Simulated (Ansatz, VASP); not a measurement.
# AsO in VASP and in Ansatz

```xyz
2
Lattice="2.9036 0.0000 0.0000 0.0000 2.9036 0.0000 0.0000 0.0000 2.9036" Properties=species:S:1:pos:R:3 pbc="T T T"
As    0.0000    0.0000    0.0000
O     1.4518    1.4518    1.4518
```

Change from the starting cell: species swapped into the ZrIr type (Pm-3m, No. 221).

Alike in both runs: task relaxation of cell and atoms; functional PBE; k mesh 20 × 20 × 20; occupations gaussian, width 0.1 eV; no spin polarisation.

```csv
,VASP,Ansatz
version,VASP 6.6.1,Ansatz 0.2.0
potentials or method,"VASP PAW PBE potentials, release 64 (As, O), cutoff 600 eV","scalar-relativistic, plane waves, PAW"
valence electrons in the cell,11,21
```

Ansatz gave:

| Quantity | Value |
| --- | --- |
| gap on the k mesh at the Fermi level, each at its own relaxed structure (eV) | none |
| relaxed volume (Å³/atom) | 12.21 |
| relaxed length of the cell vector where the two differ most in proportion (Å) | 2.901 |

What did VASP give for the same quantities?

gap on the k mesh at the Fermi level, each at its own relaxed structure (eV): none; relaxed volume (Å³/atom): 12.18; relaxed length of the cell vector where the two differ most in proportion (Å): 2.899.

A gap of «none» marks a metal or a gap that the smearing closes. VASP's potentials hold 11 valence electrons a cell and Ansatz's 21, so a difference there can come from the potentials and not from the codes.
